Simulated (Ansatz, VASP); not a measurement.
Te in VASP and in Ansatz

File INCAR:

```
SYSTEM = Te
PREC = Accurate
ENCUT = 520
EDIFF = 1E-6
ISMEAR = -1
SIGMA = 0.15
LREAL = .FALSE.
LASPH = .TRUE.
NELM = 60
ALGO = Normal
ISIF = 2
LWAVE = .FALSE.
LCHARG = .FALSE.
GGA = B5
ALDAX = 1.0
AGGAX = 1.0
AGGAC = 1.0
ALDAC = 0.0
NBANDS = 20
```

File KPOINTS:

```
regular mesh
0
G
  3 7 5
  0 0 0
```

File POSCAR:

```
Te
1.0
    9.2140160000      0.0000000000      0.0000000000
    0.0000000000      3.1522020000      0.0000000000
    0.0000000000      0.0000000000      4.4566410000
Te
4
Direct
    0.7500000000      0.5000000000      0.5206230000
    0.2500000000      0.5000000000      0.4793770000
    0.0000000000      0.5000000000      0.0000000000
    0.5000000000      0.5000000000      0.0000000000
```

Input for Ansatz:

```yaml
crystal:
  lattice:
    - [9.214016, 0.0, 0.0]
    - [0.0, 3.152202, 0.0]
    - [0.0, 0.0, 4.456641]
  atoms:
    - { symbol: Te, position: [0.75, 0.5, 0.520623] }
    - { symbol: Te, position: [0.25, 0.5, 0.479377] }
    - { symbol: Te, position: [0.0, 0.5, 0.0] }
    - { symbol: Te, position: [0.5, 0.5, 0.0] }
kpoints:
  mp_grid:
    grid: [3, 7, 5]
hamiltonian:
  xc: blyp
scf:
  occupations:
    method: fermi_dirac
    width: 0.15
output:
  forces: true
  stress: true
```

Alike in both runs: task single point; functional BLYP; k mesh 3 × 7 × 5; occupations fermi-dirac, width 0.15 eV; no spin polarisation.

|  | VASP | Ansatz |
| --- | --- | --- |
| version | VASP 6.6.1 | Ansatz 0.2.0 |
| potentials or method | VASP PAW PBE potentials, release 64 (Te) | plane waves, PAW |
| plane-wave cutoff (eV) | 520 | 420 |
| valence electrons in the cell | 24 | 64 |

Ansatz gave:

| Property | Result |
| --- | --- |
| pressure (GPa) | 5.1 |
| traceless stress, the component that is largest in VASP (GPa) | 1.07 |
| rms of the force components (eV/Å) | 0.004 |

Q: Which values does VASP return?

A: Pressure (GPa): 5.4; traceless stress, the component that is largest in VASP (GPa): 1.09; rms of the force components (eV/Å): 0.002.

VASP's potentials were made for PBE, not for BLYP. Atom by atom the forces differ by 0.002 eV/Å (rms over components). With one functional, cell and mesh, what is left measures potentials, basis and numerics. VASP's potentials hold 24 valence electrons a cell and Ansatz's 64, so a difference there can come from the potentials and not from the codes.

Spin-orbit coupling is off throughout.
